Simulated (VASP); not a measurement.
# Dy (Im-3m) in VASP: single point with PBE

Aim: the single point of Dy with PBE.

All numbers are computed with VASP 6.6.1; they aren't measurements. Logs are shortened: lines on timing, memory, paths and dates and some standing lists are left out, and cuts for length are marked.

### Step 1. The cell of the first run

The structure is cubic, space group Im-3m (No. 229). The conventional cell has a = 4.016 Å, b = 4.016 Å, c = 4.016 Å, α = 90.00°, β = 90.00°, γ = 90.00°. Within 4.6 Å of Dy (site symmetry m-3m) lie 14 Dy at 3.48 to 4.02 Å.

This isn't the form of Dy at room conditions, which is hcp.

### Step 2. Single point, PBE, collinear spin, antiferromagnetic start (32.38 Å³/atom)

INCAR reads:

```
PREC     = Accurate       # precision mode
ENCUT    = 600            # plane-wave cutoff, eV
EDIFF    = 1E-6           # SCF threshold, eV
ISMEAR   = 0              # smearing method
SIGMA    = 0.05           # smearing width, eV
LREAL    = F              # projectors in reciprocal space
LASPH    = T              # aspherical terms in the spheres
NELM     = 200            # most SCF steps
ALGO     = Normal         # electronic algorithm
ISIF     = 2              # what is computed and relaxed
LWAVE    = F              # write WAVECAR
LCHARG   = T              # write CHGCAR
ISPIN    = 2              # spin polarisation
MAGMOM   = 5.08 -5.08     # initial moments
LORBIT   = 11             # projections on sites
LMAXMIX  = 6              # l up to which the mixer works
GGA      = PE             # functional
LVHAR    = T            
NBANDS   = 31             # bands
GGA_COMPAT= F            
KPAR     = 4
```

KPOINTS reads:

```
regular mesh
0
Gamma
  14 14 7
```

POSCAR reads:

```
Dy
1.0
   -2.0078641382      2.0078641382      2.0078641382
    2.0078641382     -2.0078641382      2.0078641382
    4.0157282764      4.0157282764     -4.0157282764
Dy
2
Direct
    0.0000000000      0.0000000000      0.0000000000
    0.0000000000      0.0000000000      0.5000000000
```

Potentials or basis: VASP PAW PBE potentials, release 64 (Dy).

Command:

```console
cat potpaw_PBE.64/Dy/POTCAR > POTCAR
mpirun -np 4 vasp_std > vasp.out
```

OUTCAR:

```text
PREC = Accurate
   ENCUT = 600
   EDIFF = 1E-6
   ISMEAR = 0
   LREAL = F
   LASPH = T
   NELM = 200
   ISIF = 2
   ISPIN = 2
   LORBIT = 11
   GGA = PE

 ion  position               nearest neighbor table
   1  0.000  0.000  0.000-   2 3.48   2 3.48   2 3.48   2 3.48
   2  0.000  0.000  0.500-   1 3.48   1 3.48   1 3.48   1 3.48

  LATTYP: Found a base centered orthorhombic cell.
 ALAT       =     4.0157282764
 B/A-ratio  =     1.4142135624
 C/A-ratio  =     1.4142135624

  Lattice vectors:

 A1 = (  -2.0078641382,   2.0078641382,   2.0078641382)
 A2 = (   2.0078641382,  -2.0078641382,   2.0078641382)
 A3 = (   4.0157282764,   4.0157282764,   0.0000000000)

Analysis of symmetry for initial positions (statically):
=====================================================================
 Subroutine PRICEL returns following result:

  LATTYP: Found a body centered cubic cell.
 ALAT       =     4.0157282764
[... 12 lines left out ...]
 Subroutine GETGRP returns: Found  8 space group operations
 (whereof  8 operations were pure point group operations)
 out of a pool of  8 trial point group operations.

The static configuration has the point symmetry D_2h.

Analysis of symmetry for dynamics (positions and initial velocities):
=====================================================================
 Subroutine PRICEL returns following result:

  LATTYP: Found a body centered cubic cell.
 ALAT       =     4.0157282764
[... 12 lines left out ...]
 Subroutine GETGRP returns: Found  8 space group operations
 (whereof  8 operations were pure point group operations)
 out of a pool of  8 trial point group operations.

The dynamic configuration has the point symmetry D_2h.

Analysis of structural, dynamic, and magnetic symmetry:
=====================================================================
 Subroutine PRICEL returns following result:

  LATTYP: Found a body centered cubic cell.
 ALAT       =     4.0157282764
[... 12 lines left out ...]
 Subroutine GETGRP returns: Found  8 space group operations
 (whereof  8 operations were pure point group operations)
 out of a pool of  8 trial point group operations.

The overall configuration has the point symmetry D_2h.

 Subroutine INISYM returns: Found  8 space group operations
 (whereof  8 operations are pure point group operations),
[... 113 lines left out ...]
     AMIX     =   0.40;   BMIX     =  1.00
     AMIX_MAG =   1.60;   BMIX_MAG =  1.00
  volume/ion in A,a.u.               =      32.38       218.50
  Fermi-wavevector in a.u.,A,eV,Ry     =   1.394217  2.634689 26.447580  1.943842
  Thomas-Fermi vector in A             =   2.517788
   LORBIT       =     11    0 simple, 1 ext, 2 COOP (PROOUT), +10 PAW based schemes
   GGA     = PE    functional components
   LHFCALC =     F    Hartree Fock is set to
   AEXX    =    0.0000 exact exchange contribution
   IVDW    =     0    specifies the selected vdW correction
   LEPSILON=     F    determine dielectric tensor
   LRPA    =     F    only Hartree local field effects (RPA)
 spin polarized calculation
 Gauss-broadening in eV      SIGMA  =   0.05
  energy-cutoff  :      600.00
  volume of cell :       64.76
 maximum number of plane-waves:      2191
   NGX = 13   NGY = 13   NGZ = 27

 number of electron      39.9999999 magnetization      -0.0000000

 number of electron      39.9999999 magnetization       0.0000000

 Free energy of the ion-electron system (eV)
  ---------------------------------------------------
  ext. energy  EPLUGINS =         0.00000000
  ---------------------------------------------------
  free energy    TOTEN  =       -15.72167679 eV

  energy without entropy =      -15.70674782  energy(sigma->0) =      -15.71421230

 E-fermi :   2.8011     XC(G=0): -10.0118

 val. band max:        2.7985134338   @ k =  -0.3571   0.3571   0.1429
 cond. band min:       2.8015236265   @ k =   0.3571   0.2143   0.0000
 fundamental gap:      0.0030101927
 Fermi energy:         2.8011291496

 spin component 1

 k-point     1 :       0.0000    0.0000    0.0000
  band No.  band energies     occupation
      1     -44.2079      1.00000
      2     -42.1586      1.00000
      3     -20.1894      1.00000
      4     -19.8898      1.00000
      5     -19.8107      1.00000
      6     -18.5728      1.00000
[... 805 lines left out ...]
     30       7.3997      0.00000
     31       7.7357      0.00000

 [... further k-points ...]

 spin component 2

 k-point     1 :       0.0000    0.0000    0.0000
  band No.  band energies     occupation
      1     -44.2079      1.00000
      2     -42.1586      1.00000
      3     -20.1894      1.00000
      4     -19.8898      1.00000
      5     -19.8107      1.00000
      6     -18.5728      1.00000
[... 805 lines left out ...]
     30       7.3997      0.00000
     31       7.7357      0.00000

 [... further k-points ...]

------------------------ aborting loop because EDIFF is reached ----------------------------------------

  FORCE on cell =-STRESS in cart. coord.  units (eV):
  Direction    XX          YY          ZZ          XY          YZ          ZX
  --------------------------------------------------------------------------------------
  -------------------------------------------------------------------------------------
  Total        0.9280235      0.9280235      0.2304153     -0.0036915      0.0000000      0.0000000
  in kB       22.9602502     22.9602502      5.7007105     -0.0913320      0.0000000      0.0000000
  external PRESSURE =      17.2070703 kB  Pullay stress =       0.0000000 kB

 VOLUME and BASIS-vectors are now :
 -----------------------------------------------------------------------------
  energy-cutoff  :      600.00
  volume of cell :       64.76
      direct lattice vectors                 reciprocal lattice vectors
    -2.007864138  2.007864138  2.007864138     0.000000000  0.249020833  0.249020833
     2.007864138 -2.007864138  2.007864138     0.249020833  0.000000000  0.249020833
     4.015728276  4.015728276 -4.015728276     0.124510416  0.124510416  0.000000000

 POSITION                                       TOTAL-FORCE (eV/Angst)
 -----------------------------------------------------------------------------------
      0.00000      0.00000      0.00000         0.000000     -0.000000      0.000000
      2.00786      2.00786     -2.00786        -0.000000      0.000000     -0.000000
 -----------------------------------------------------------------------------------
    total drift:                                0.000000      0.000000     -0.000000

  FREE ENERGIE OF THE ION-ELECTRON SYSTEM (eV)
  ---------------------------------------------------
  free  energy   TOTEN  =       -15.7216767890 eV

  energy  without entropy=      -15.7067478153  energy(sigma->0) =      -15.71421230

 total charge

# of ion       s       p       d       f       tot
--------------------------------------------------
    1        2.163   5.816   0.474   9.338  17.790
    2        2.163   5.816   0.474   9.338  17.790
--------------------------------------------------
tot          4.325  11.632   0.947  18.676  35.580

 magnetization (x)

# of ion       s       p       d       f       tot
--------------------------------------------------
    1        0.013  -0.053   0.061   4.493   4.514
    2       -0.013   0.053  -0.061  -4.493  -4.514
--------------------------------------------------
tot          0.000   0.000   0.000   0.000   0.000
```

OSZICAR:

```text
N       E                     dE             d eps       ncg     rms          rms(c)
DAV:   1     0.279684726153E+03    0.27968E+03   -0.14348E+04 40040   0.758E+03
DAV:   2     0.521356098120E+02   -0.22755E+03   -0.20441E+03 38332   0.554E+02
DAV:   3    -0.418449566104E+01   -0.56320E+02   -0.53481E+02 43595   0.194E+02
[... 13 lines left out ...]
DAV:  92    -0.157216738233E+02    0.88306E-06   -0.16811E-05 43770   0.683E-02    0.252E-01
DAV:  93    -0.157216732250E+02    0.59826E-06   -0.53130E-05 45355   0.318E-01    0.175E-01
DAV:  94    -0.157216759098E+02   -0.26848E-05   -0.49209E-05 45756   0.319E-01    0.134E-01
DAV:  95    -0.157216775784E+02   -0.16686E-05   -0.52313E-05 43709   0.315E-01    0.530E-02
DAV:  96    -0.157216767890E+02    0.78942E-06   -0.51236E-06 34368   0.693E-02
   1 F= -.15721677E+02 E0= -.15714212E+02  d E =-.149290E-01  mag=     0.0000
```

stdout:

```text
POSCAR found type information on POSCAR Dy
 POSCAR found :  1 types and       2 ions
 scaLAPACK will be used
 LDA part: xc-table for (Slater+PW92), standard interpolation
 POSCAR, INCAR and KPOINTS ok, starting setup
 FFT: planning ... GRIDC
 FFT: planning ... GRID_SOFT
 FFT: planning ... GRID
 WAVECAR not read
 entering main loop
```

Wall time 35 min (4 MPI ranks of Intel Xeon Platinum 8259CL at 2.50GHz (Skylake/Cascade Lake), shared host); peak memory 0.88 GiB.

What came out:

```
Free energy                                           : -15.7217 eV
Pressure                                              : 1.7 GPa
Band gap on the k mesh                                : zero (filled and empty bands overlap)
Net moment                                            : 0.00 μB per cell
Site moments                                          : Dy +4.51, -4.51 μB
Valence electrons inside the program's atomic spheres : Dy 17.79
```

Stress tensor (GPa, compression positive):
```
 2.30 -0.01  0.00
-0.01  2.30  0.00
 0.00  0.00  0.57
```

Caveat: the magnetic or orbital state may not be the lowest; the antiferromagnetic order is the one typed at the start, and another may lie lower; spin-orbit coupling is left out, which moves the levels of the heavy elements; semilocal functionals describe open f shells poorly, which spoils levels, moments and volumes.
